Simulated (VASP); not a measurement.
Here is a VASP 6.6.1 calculation.

Contents of INCAR:

```
SYSTEM = SiC
ALGO = Normal
EDIFF = 1E-6
ENCUT = 520
GGA = PE
ISIF = 2
ISMEAR = 0
LASPH = .True.
LCHARG = .False.
LREAL = .False.
LWAVE = .False.
NBANDS = 11
NELM = 80
PREC = Accurate
SIGMA = 0.1
```

KPOINTS

```
k-points
0
Gamma
  24 24 22
  0 0 0
```

File POSCAR:

```
SiC
1.0
    2.8632098646      0.0000000000      0.0000000000
   -1.4316049323      2.4796124791      0.0000000000
    0.0000000000      0.0000000000      2.5713781495
Si C
1 1
Direct
    0.3333333333      0.6666666667      0.5000000000
    0.6666666667      0.3333333333      0.0000000000
```

Potentials or basis: VASP PAW PBE potentials, release 64 (Si, C).

Launch:

```bash
$ cat potpaw_PBE.64/Si/POTCAR potpaw_PBE.64/C/POTCAR > POTCAR
$ mpirun -np 1 vasp_std > vasp.out
```

Task: Predict the band gap on the k mesh.

Result: Zero (band 4 reaches 12.45 eV, above the bottom of band 5 at 7.99 eV).

Task: Estimate the pressure.

Result: 0.1 GPa.
